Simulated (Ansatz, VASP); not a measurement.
# ZnO in VASP and in Ansatz

The input INCAR:

```
PREC     = Accurate       # precision mode
ENCUT    = 600            # plane-wave cutoff, eV
EDIFF    = 1E-6           # SCF threshold, eV
ISMEAR   = 0              # smearing method
SIGMA    = 0.01           # smearing width, eV
LREAL    = F              # projectors in reciprocal space
LASPH    = T              # aspherical terms in the spheres
NELM     = 60             # most SCF steps
ALGO     = Normal         # electronic algorithm
ISIF     = 3              # what is computed and relaxed
LWAVE    = F              # write WAVECAR
LCHARG   = F              # write CHGCAR
GGA      = PE             # functional
IBRION   = 2              # ionic algorithm
NSW      = 100            # ionic steps
EDIFFG   = -0.003         # ionic threshold
```

Contents of KPOINTS:

```
regular mesh
0
Gamma
  8 8 5
```

File POSCAR:

```
ZnO
1.0
    3.2494000000      0.0000000000      0.0000000000
   -1.6247000000      2.8140629471      0.0000000000
    0.0000000000      0.0000000000      5.2038000000
Zn O
2 2
Direct
    0.3333333333      0.6666666667      0.0000000000
    0.6666666667      0.3333333333      0.5000000000
    0.3333333333      0.6666666667      0.3821000000
    0.6666666667      0.3333333333      0.8821000000
```

Input for Ansatz:

```yaml
crystal:
  lattice:
    - [3.2494, 0.0, 0.0]
    - [-1.6247, 2.8140629471, 0.0]
    - [0.0, 0.0, 5.2038]
  atoms:
    - { symbol: Zn, position: [0.3333333333, 0.6666666667, 0.0] }
    - { symbol: Zn, position: [0.6666666667, 0.3333333333, 0.5] }
    - { symbol: O, position: [0.3333333333, 0.6666666667, 0.3821] }
    - { symbol: O, position: [0.6666666667, 0.3333333333, 0.8821] }
scf:
  occupations: { method: fixed }
output:
  forces: true
  stress: true
  eigenvalues: true
  write_density: true
  write_potential: true
  elf: true
  volumetric_format: npy
kpoints:
  mp_grid: { grid: [8, 8, 5] }
relax:
  f_tol: 0.003
  max_steps: 80
  cell: { stress_tol: 0.03 }
```

Alike in both runs: task relaxation of cell and atoms; functional PBE; k mesh 8 × 8 × 5; no spin polarisation.

```csv
,VASP,Ansatz
version,VASP 6.6.1,Ansatz 0.2.0
potentials or method,"VASP PAW PBE potentials, release 64 (Zn, O)","scalar-relativistic, plane waves, PAW"
plane-wave cutoff (eV),600,420
occupations,"gaussian, width 0.01 eV",fixed
valence electrons in the cell,36,36
```

|  | VASP | Ansatz | Ansatz less VASP |
| --- | --- | --- | --- |
| gap on the k mesh at the Fermi level, each at its own relaxed structure (eV) | 0.72 | 0.74 | +0.025 |
| relaxed volume (Å³/atom) | 12.40 | 12.33 | -0.071 |
| relaxed cell length with the largest relative difference (Å) | 5.304 | 5.293 | -0.0116 |
